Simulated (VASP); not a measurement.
# Y2Tl in VASP: further runs

The runs below take Y2Tl through single point, with PBE.

Everything below comes from runs of VASP 6.6.1. Logs are shortened: lines on timing, memory, paths and dates and some standing lists are left out, and cuts for length are marked.

## 1. The cell of the first run

The typed cell holds 6 atoms: a = 5.416 Å, b = 5.416 Å, c = 6.748 Å, α = 90.00°, β = 90.00°, γ = 120.00°.

## 2. Single point, PBE

The input, INCAR:

```
PREC     = Accurate       # precision mode
ENCUT    = 520            # plane-wave cutoff, eV
EDIFF    = 1E-7           # SCF threshold, eV
ISMEAR   = 1              # smearing method
SIGMA    = 0.0805         # smearing width, eV
LREAL    = False          # projectors in reciprocal space
LASPH    = True           # aspherical terms in the spheres
NELM     = 100            # most SCF steps
ALGO     = Normal         # electronic algorithm
ISIF     = 2              # what is computed and relaxed
LWAVE    = False          # write WAVECAR
LCHARG   = False          # write CHGCAR
GGA      = PE             # functional
NBANDS   = 44             # bands
ISYM     = 0
```

The input, KPOINTS:

```
regular mesh
0
Gamma
  4 4 3
```

The input, POSCAR:

```
Y2Tl
1.0
    5.4164970000      0.0000000000      0.0000000000
   -2.7082480000      4.6908260000      0.0000000000
    0.0000000000      0.0000000000      6.7482600000
Y Tl
4 2
Direct
    0.3333000000      0.6667000000      0.7500000000
    0.6666000000      0.3333000000      0.2500000000
    0.0000000000      0.0000000000      0.0000000000
    0.0000000000      0.0000000000      0.5000000000
    0.3333000000      0.6667000000      0.2500000000
    0.6666000000      0.3333000000      0.7500000000
```

Potentials or basis: VASP PAW PBE potentials, release 64 (Y_sv, Tl_d).

Command:

```bash
cat potpaw_PBE.64/Y_sv/POTCAR potpaw_PBE.64/Tl_d/POTCAR > POTCAR
mpirun -np 1 vasp_std > vasp.out
```

OUTCAR:

```text
PREC = Accurate
   ENCUT = 520
   EDIFF = 1E-7
   ISMEAR = 1
   LREAL = False
   LASPH = True
   NELM = 100
   ISIF = 2
   GGA = PE
   ISYM = 0

 ion  position               nearest neighbor table
   1  0.333  0.667  0.750-   6 3.13   6 3.13   6 3.13   5 3.37   5 3.37   3 3.55   4 3.55   4 3.55
                             3 3.55   4 3.55   3 3.55
   2  0.667  0.333  0.250-   5 3.13   5 3.13   5 3.13   6 3.37   6 3.37   3 3.55   4 3.55   3 3.55
                             4 3.55   3 3.55   4 3.55
   3  0.000  0.000  0.000-   4 3.37   4 3.37   5 3.55   1 3.55   2 3.55   6 3.55   6 3.55   2 3.55
                             1 3.55   5 3.55   1 3.55   5 3.55   2 3.55   6 3.55
   4  0.000  0.000  0.500-   3 3.37   3 3.37   5 3.55   1 3.55   2 3.55   6 3.55   6 3.55   2 3.55
                             1 3.55   5 3.55   1 3.55   5 3.55   2 3.55   6 3.55
   5  0.333  0.667  0.250-   2 3.13   2 3.13   2 3.13   1 3.37   1 3.37   3 3.55   4 3.55   4 3.55
                             3 3.55   4 3.55   3 3.55
   6  0.667  0.333  0.750-   1 3.13   1 3.13   1 3.13   2 3.37   2 3.37   3 3.55   4 3.55   3 3.55
                             4 3.55   3 3.55   4 3.55

IMPORTANT INFORMATION: All symmetrisations will be switched off!
NOSYMM: (Re-)initialisation of all symmetry stuff for point group C_1.

----------------------------------------------------------------------------------------

                                     Primitive cell

  volume of cell :     171.4587

  direct lattice vectors                    reciprocal lattice vectors
     5.416497000  0.000000000  0.000000000     0.184621168  0.106591016  0.000000000
    -2.708248000  4.690826000  0.000000000     0.000000000  0.213182071  0.000000000
     0.000000000  0.000000000  6.748260000     0.000000000  0.000000000  0.148186347

  length of vectors
     5.416497000  5.416498481  6.748260000     0.213182129  0.213182071  0.148186347

  position of ions in fractional coordinates (direct lattice)
     0.333300000  0.666700000  0.750000000
     0.666600000  0.333300000  0.250000000
     0.000000000  0.000000000  0.000000000
     0.000000000  0.000000000  0.500000000
     0.333300000  0.666700000  0.250000000
     0.666600000  0.333300000  0.750000000

  ion indices of the primitive-cell ions
   primitive index   ion index
                 1           1
                 2           2
                 3           3
                 4           4
                 5           5
                 6           6

----------------------------------------------------------------------------------------

 KPOINTS: regular mesh

Automatic generation of k-mesh.
 Grid dimensions read from file:
 generate k-points for:    4    4    3

 Generating k-lattice:

  Cartesian coordinates                     Fractional coordinates (reciprocal lattice)
     0.046155292  0.026647754  0.000000000     0.250000000  0.000000000  0.000000000
     0.000000000  0.053295518  0.000000000     0.000000000  0.250000000  0.000000000
     0.000000000  0.000000000  0.049395449     0.000000000  0.000000000  0.333333333

  Length of vectors
     0.053295532  0.053295518  0.049395449

  Shift w.r.t. Gamma in fractional coordinates (k-lattice)
     0.000000000  0.000000000  0.000000000

 Subroutine IBZKPT returns following result:
 ===========================================

 Found     26 irreducible k-points:

 Following reciprocal coordinates:
            Coordinates               Weight
  0.000000  0.000000  0.000000      1.000000
  0.250000  0.000000  0.000000      2.000000
  0.000000  0.250000  0.000000      2.000000
 -0.250000  0.250000  0.000000      2.000000
  0.500000  0.000000  0.000000      1.000000
  0.000000  0.500000  0.000000      1.000000
[... 16 lines left out ...]
  0.500000  0.250000  0.333333      2.000000
 -0.250000 -0.250000  0.333333      2.000000
 [... further k-points ...]
   k-points           NKPTS =     26   k-points in BZ     NKDIM =     26   number of bands    NBANDS=     44
   number of dos      NEDOS =    301   number of ions     NIONS =      6
   total plane-waves  NPLWV =  80000
   dimension x,y,z NGX =    40 NGY =   40 NGZ =   50
   dimension x,y,z NGXF=    80 NGYF=   80 NGZF=  100
   ions per type =               4   2
   NGX,Y,Z   is equivalent  to a cutoff of  12.28, 12.28, 12.32 a.u.
   NGXF,Y,Z  is equivalent  to a cutoff of  24.55, 24.55, 24.64 a.u.
 SYSTEM =  unknown system
   PREC   = accura    normal or accurate (medium, high low for compatibility)
   ISTART =      0    job   : 0-new  1-cont  2-samecut
   ICHARG =      2    charge: 1-file 2-atom 10-const
   ISPIN  =      1    spin polarized calculation?
   LNONCOLLINEAR =      F non collinear calculations
   LSORBIT =      F    spin-orbit coupling
   LASPH  =      T    aspherical Exc in radial PAW
   ENCUT  =  520.0 eV  38.22 Ry    6.18 a.u.  10.07 10.07 12.55*2*pi/ulx,y,z
   NELM   =    100;   NELMIN=  2; NELMDL= -5     # of ELM steps
   EDIFF  = 0.1E-06   stopping-criterion for ELM
   LREAL  =      F    real-space projection
   EDIFFG = 0.1E-05   stopping-criterion for IOM
   NSW    =      0    number of steps for IOM
   IBRION =     -1    ionic relax: 0-MD 1-quasi-New 2-CG
   NFREE  =      0    steps in history (QN), initial steepest desc. (CG)
   ISIF   =      2    stress and relaxation
   ISYM   =      0    0-nonsym 1-usesym 2-fastsym
   POTIM  = 0.5000    time-step for ionic-motion
   TEBEG  =    0.0;   TEEND  =   0.0 temperature during run
   PSTRESS=    0.0 pullay stress
   NELECT =      70.0000    total number of electrons
   NUPDOWN=      -1.0000    fix difference up-down
   EMIN   =  10.00;   EMAX   =-10.00  energy-range for DOS
   EFERMI =   0.00;   METHOD = LEGACY
   ISMEAR =     1;   SIGMA  =   0.08  broadening in eV -4-tet -1-fermi 0-gaus
   EFERMI_NEDOS =   21; number of points for ismear=-14 and -15
   IALGO  =     38    algorithm
   IMIX   =      4    mixing-type and parameters
     AMIX     =   0.40;   BMIX     =  1.00
     AMIX_MAG =   1.60;   BMIX_MAG =  1.00
  volume/ion in A,a.u.               =      28.58       192.84
  Fermi-wavevector in a.u.,A,eV,Ry     =   1.214472  2.295020 20.067819  1.474943
  Thomas-Fermi vector in A             =   2.349891
   LORBIT       =      0    0 simple, 1 ext, 2 COOP (PROOUT), +10 PAW based schemes
   GGA     = PE    functional components
   LHFCALC =     F    Hartree Fock is set to
   AEXX    =    0.0000 exact exchange contribution
   IVDW    =     0    specifies the selected vdW correction
   LEPSILON=     F    determine dielectric tensor
   LRPA    =     F    only Hartree local field effects (RPA)
 non-spin polarized calculation
 Methfessel and Paxton  Order N= 1 SIGMA  =   0.08
  energy-cutoff  :      520.00
  volume of cell :      171.46
 maximum number of plane-waves:      4650
   NGX = 21   NGY = 21   NGZ = 25

 number of electron      70.0000002 magnetization

 Free energy of the ion-electron system (eV)
  ---------------------------------------------------
  ext. energy  EPLUGINS =         0.00000000
  ---------------------------------------------------
  free energy    TOTEN  =       -31.94983593 eV

  energy without entropy =      -31.95601021  energy(sigma->0) =      -31.95189402

 E-fermi :   4.8756     XC(G=0): -10.0678

 val. band max:        4.8529084509   @ k =   0.0000   0.2500   0.0000
 cond. band min:       4.9147119211   @ k =   0.0000   0.0000   0.3333
 fundamental gap:      0.0618034702
 Fermi energy:         4.8755752118

 k-point     1 :       0.0000    0.0000    0.0000
  band No.  band energies     occupation
      1     -38.1739      2.00000
      2     -38.1502      2.00000
      3     -38.0924      2.00000
      4     -38.0697      2.00000
      5     -18.3164      2.00000
      6     -18.3052      2.00000
[... 36 lines left out ...]
     43       7.5700      0.00000
     44       7.9361      0.00000

 k-point     2 :       0.2500    0.0000    0.0000
  band No.  band energies     occupation
      1     -38.1658      2.00000
      2     -38.1503      2.00000
      3     -38.1002      2.00000
      4     -38.0697      2.00000
      5     -18.3788      2.00000
      6     -18.3277      2.00000
[... 36 lines left out ...]
     43       7.4295      0.00000
     44       7.4993      0.00000

 k-point     3 :       0.0000    0.2500    0.0000
  band No.  band energies     occupation
      1     -38.1658      2.00000
      2     -38.1503      2.00000
      3     -38.1002      2.00000
      4     -38.0697      2.00000
      5     -18.3787      2.00000
      6     -18.3278      2.00000
[... 36 lines left out ...]
     43       7.4277      0.00000
     44       7.5013      0.00000

 k-point     4 :      -0.2500    0.2500    0.0000
  band No.  band energies     occupation
      1     -38.1658      2.00000
      2     -38.1503      2.00000
      3     -38.1002      2.00000
      4     -38.0697      2.00000
      5     -18.3788      2.00000
      6     -18.3277      2.00000
[... 882 lines left out ...]
     43       7.1262      0.00000
     44       7.5553      0.00000

 k-point    23 :       0.5000    0.2500    0.3333
  band No.  band energies     occupation
      1     -38.1533      2.00000
      2     -38.1513      2.00000
      3     -38.1010      2.00000
      4     -38.0803      2.00000
      5     -18.3324      2.00000
      6     -18.3090      2.00000
[... 36 lines left out ...]
     43       7.1261      0.00000
     44       7.5546      0.00000

 k-point    24 :      -0.2500   -0.2500    0.3333
  band No.  band energies     occupation
      1     -38.1533      2.00000
      2     -38.1513      2.00000
      3     -38.1010      2.00000
      4     -38.0803      2.00000
      5     -18.3324      2.00000
      6     -18.3090      2.00000
[... 36 lines left out ...]
     43       7.1262      0.00000
     44       7.5548      0.00000

 [... further k-points ...]

------------------------ aborting loop because EDIFF is reached ----------------------------------------

  FORCE on cell =-STRESS in cart. coord.  units (eV):
  Direction    XX          YY          ZZ          XY          YZ          ZX
  --------------------------------------------------------------------------------------
  -------------------------------------------------------------------------------------
  Total        0.1229660      0.1262771      0.9706074     -0.0000114     -0.0000006     -0.0000015
  in kB        1.1490418      1.1799828      9.0697340     -0.0001069     -0.0000057     -0.0000140
  external PRESSURE =       3.7995862 kB  Pullay stress =       0.0000000 kB

 VOLUME and BASIS-vectors are now :
 -----------------------------------------------------------------------------
  energy-cutoff  :      520.00
  volume of cell :      171.46
      direct lattice vectors                 reciprocal lattice vectors
     5.416497000  0.000000000  0.000000000     0.184621168  0.106591016  0.000000000
    -2.708248000  4.690826000  0.000000000     0.000000000  0.213182071  0.000000000
     0.000000000  0.000000000  6.748260000     0.000000000  0.000000000  0.148186347

 POSITION                                       TOTAL-FORCE (eV/Angst)
 -----------------------------------------------------------------------------------
     -0.00027      3.12737      5.06119         0.000623     -0.001210     -0.000007
      2.70798      1.56345      1.68707         0.000623      0.001210      0.000007
      0.00000      0.00000      0.00000        -0.000979      0.000000      0.000001
      0.00000      0.00000      3.37413        -0.000979     -0.000000     -0.000001
     -0.00027      3.12737      1.68707         0.000357     -0.001109      0.000021
      2.70798      1.56345      5.06119         0.000356      0.001109     -0.000021
 -----------------------------------------------------------------------------------
    total drift:                                0.000008      0.000000     -0.000001

  FREE ENERGIE OF THE ION-ELECTRON SYSTEM (eV)
  ---------------------------------------------------
  free  energy   TOTEN  =       -31.9498359265 eV

  energy  without entropy=      -31.9560102059  energy(sigma->0) =      -31.95189402
```

It took 2.6 min on 1 thread of Intel Xeon Platinum 8488C (Sapphire Rapids), shared host; peak memory 0.36 GiB.

What came out:

| Property | Result |
| --- | --- |
| Free energy | -31.9498 eV |
| Pressure | 0.4 GPa |
| Band gap on the k mesh | zero (bands 35 and 36 overlap by 0.36 eV) |

Stress tensor (GPa, compression positive):
```
0.11 0.00 0.00
0.00 0.12 0.00
0.00 0.00 0.91
```

Caveat: spin-orbit coupling is left out, which moves the levels of the heavy elements.

## 3. Single point, PBE, collinear spin

The input, INCAR:

```
SYSTEM = Y2Tl
PREC     = Accurate       ! precision mode
ENCUT    = 520            ! plane-wave cutoff, eV
EDIFF    = 1E-6           ! SCF threshold, eV
ISMEAR   = 1              ! smearing method
SIGMA    = 0.0805         ! smearing width, eV
LREAL    = .FALSE.        ! projectors in reciprocal space
LASPH    = .TRUE.         ! aspherical terms in the spheres
NELM     = 150            ! most SCF steps
ALGO     = Normal         ! electronic algorithm
ISIF     = 2              ! what is computed and relaxed
LWAVE    = .FALSE.        ! write WAVECAR
LCHARG   = .FALSE.        ! write CHGCAR
ISPIN    = 2              ! spin polarisation
MAGMOM   = 0.2 0.2 0.2 0.2 0.2 0.2 ! initial moments
LORBIT   = 11             ! projections on sites
LMAXMIX  = 4              ! l up to which the mixer works
GGA      = PE             ! functional
NBANDS   = 48             ! bands
```

The input, KPOINTS:

```
Automatic mesh
0
G
  4 4 3
  0 0 0
```

POSCAR is that of step 2.

Potentials or basis: VASP PAW PBE potentials, release 64 (Y_sv, Tl_d).

Command:

```bash
cat potpaw_PBE.64/Y_sv/POTCAR potpaw_PBE.64/Tl_d/POTCAR > POTCAR
mpirun -np 1 vasp_std > vasp.out
```

OUTCAR:

```text
SYSTEM = Y2Tl
   PREC = Accurate
   ENCUT = 520
   EDIFF = 1E-6
   ISMEAR = 1
   LREAL = .FALSE.
   LASPH = .TRUE.
   NELM = 150
   ISIF = 2
   ISPIN = 2
   LORBIT = 11
   GGA = PE

 ion  position               nearest neighbor table
   1  0.333  0.667  0.750-   6 3.13   6 3.13   6 3.13   5 3.37   5 3.37   3 3.55   4 3.55   4 3.55
                             3 3.55   4 3.55   3 3.55
[... 1641 lines left out ...]
 POSITION                                       TOTAL-FORCE (eV/Angst)
 -----------------------------------------------------------------------------------
     -0.00027      3.12737      5.06119         0.000571     -0.001169      0.000000
      2.70798      1.56345      1.68707         0.000571      0.001169     -0.000000
      0.00000      0.00000      0.00000        -0.000869      0.000000     -0.000000
      0.00000      0.00000      3.37413        -0.000869      0.000000     -0.000000
     -0.00027      3.12737      1.68707         0.000298     -0.001154     -0.000000
      2.70798      1.56345      5.06119         0.000298      0.001154     -0.000000
 -----------------------------------------------------------------------------------
    total drift:                                0.000008     -0.000000      0.000000

  FREE ENERGIE OF THE ION-ELECTRON SYSTEM (eV)
  ---------------------------------------------------
  free  energy   TOTEN  =       -31.9729971031 eV

  energy  without entropy=      -31.9708021064  energy(sigma->0) =      -31.97226544

 total charge

# of ion       s       p       d       f       tot
--------------------------------------------------
    1        2.215   6.287   0.943   0.015   9.460
    2        2.215   6.287   0.943   0.015   9.460
    3        2.238   6.248   0.942   0.011   9.439
    4        2.238   6.248   0.942   0.011   9.439
    5        1.024   0.761   9.580   0.000  11.365
    6        1.024   0.761   9.580   0.000  11.365
--------------------------------------------------
tot         10.953  26.592  22.929   0.052  60.527

 magnetization (x)

# of ion       s       p       d       f       tot
--------------------------------------------------
    1        0.006   0.055   0.136   0.000   0.199
    2        0.006   0.055   0.136   0.000   0.199
    3        0.012   0.028   0.250   0.001   0.291
    4        0.012   0.028   0.250   0.001   0.291
    5       -0.005  -0.015   0.011   0.000  -0.009
    6       -0.005  -0.015   0.011   0.000  -0.009
--------------------------------------------------
tot          0.026   0.137   0.796   0.004   0.962
```

stdout:

```text
POSCAR found type information on POSCAR Y Tl
 POSCAR found :  2 types and       6 ions
 scaLAPACK will be used
 LDA part: xc-table for (Slater+PW92), standard interpolation
 POSCAR, INCAR and KPOINTS ok, starting setup
 FFT: planning ... GRIDC
 FFT: planning ... GRID_SOFT
 FFT: planning ... GRID
 WAVECAR not read
 entering main loop
```

Wall time 4.1 min (1 thread of Intel Xeon Platinum 8488C (Sapphire Rapids), shared host); peak memory 0.43 GiB.

What came out:

* Free energy: -31.9730 eV
* Pressure: 0.1 GPa
* Net moment: 1.47 μB per cell
* Site moments: Y +0.20, +0.29 (each value once); Tl -0.01 μB
* Valence electrons inside the program's atomic spheres: Y 9.46, 9.44 (each value once); Tl 11.37

Caveat: spin-orbit coupling is left out, which moves the levels of the heavy elements.
